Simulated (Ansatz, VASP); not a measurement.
# Two plane-wave programs on P

Contents of POSCAR:

```
P
1.0
    4.6274948433      0.0000000000      0.0000000000
    0.0000000000      3.2918638654      0.0000000000
    0.0000000000      0.0000000000     27.8195791164
P
4
Direct
    0.0912379111      0.0000000000      0.3789328437
    0.4087620889      0.5000000000      0.3789328437
    0.5912379111      0.5000000000      0.3040393868
    0.9087620889      0.0000000000      0.3040393868
```

File INCAR.step1:

```
SYSTEM = P
PREC = Accurate
ENCUT = 520
ISMEAR = 0
SIGMA = 0.01
LREAL = .False.
LASPH = .True.
NELM = 100
LDIPOL = .True.
IDIPOL = 3
DIPOL = 0.5 0.5 0.341
NBANDS = 18
GGA = PE
ALGO = Normal
EDIFF = 1E-4
LWAVE = .True.
LCHARG = .False.
```

INCAR.step2

```
SYSTEM = P
PREC = Accurate
ENCUT = 520
EDIFF = 1E-6
ISMEAR = 0
SIGMA = 0.01
LREAL = .False.
LASPH = .True.
NELM = 100
ALGO = Normal
ISIF = 2
LWAVE = .False.
LCHARG = .True.
LDIPOL = .True.
IDIPOL = 3
DIPOL = 0.5 0.5 0.341
METAGGA = R2SCAN
LMIXTAU = .True.
LELF = .True.
LVHAR = .True.
LVACPOTAV = .True.
NBANDS = 18
ISTART = 1
```

KPOINTS

```
Automatic mesh
0
Gamma
  6 8 1
  0 0 0
```

Input for Ansatz:

```yaml
crystal:
  lattice:
    - [4.6274948433, 0.0, 0.0]
    - [0.0, 3.2918638654, 0.0]
    - [0.0, 0.0, 27.8195791164]
  atoms:
    - { symbol: P, position: [0.0912379111, 0.0, 0.3789328437] }
    - { symbol: P, position: [0.4087620889, 0.5, 0.3789328437] }
    - { symbol: P, position: [0.5912379111, 0.5, 0.3040393868] }
    - { symbol: P, position: [0.9087620889, 0.0, 0.3040393868] }
  periodic: [true, true, false]
kpoints:
  mp_grid: { grid: [6, 8, 1] }
hamiltonian:
  xc: r2scan
scf:
  occupations: { method: fixed }
output:
  optics: { e_range: [0, 12], de: 0.05, sigma: 0.1, bands: auto }
```

Alike in both runs: task single point; functional r2SCAN; k mesh 6 × 8 × 1; no spin polarisation.

```csv
,VASP,Ansatz
version,VASP 6.6.1,Ansatz 0.2.0
potentials or method,"VASP PAW PBE potentials, release 64 (P)","plane waves, PAW"
plane-wave cutoff (eV),520,500
occupations,"gaussian, width 0.01 eV",fixed
valence electrons in the cell,20,20
```

```tsv
	VASP	Ansatz	Ansatz less VASP
gap on the k mesh at the Fermi level (eV)	1.12	1.09	-0.028
```

VASP's potentials were made for PBE, not for r2SCAN.
